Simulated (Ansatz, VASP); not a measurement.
**AlP: VASP beside Ansatz**

```xyz
2
Lattice="0.0000 2.7664 2.7664 2.7664 0.0000 2.7664 2.7664 2.7664 0.0000" Properties=species:S:1:pos:R:3 pbc="T T T"
Al    0.0000    0.0000    0.0000
P     1.3832    1.3832    1.3832
```

Alike in both runs: task single point; functional r2SCAN; k mesh 6 × 6 × 6; no spin polarisation.

|  | VASP | Ansatz |
| --- | --- | --- |
| version | VASP 6.6.1 | Ansatz 0.2.0 |
| potentials or method | VASP PAW PBE potentials, release 64 (Al, P) | plane waves, PAW |
| plane-wave cutoff (eV) | 550 | 500 |
| occupations | gaussian, width 0.01 eV | fixed |
| valence electrons in the cell | 8 | 8 |

|  | VASP | Ansatz | Ansatz less VASP |
| --- | --- | --- | --- |
| gap on the k mesh at the Fermi level (eV) | 1.98 | 1.98 | -0.002 |
| pressure (GPa) | -2.8 | -2.5 | +0.28 |

VASP's potentials were made for PBE, not for r2SCAN.
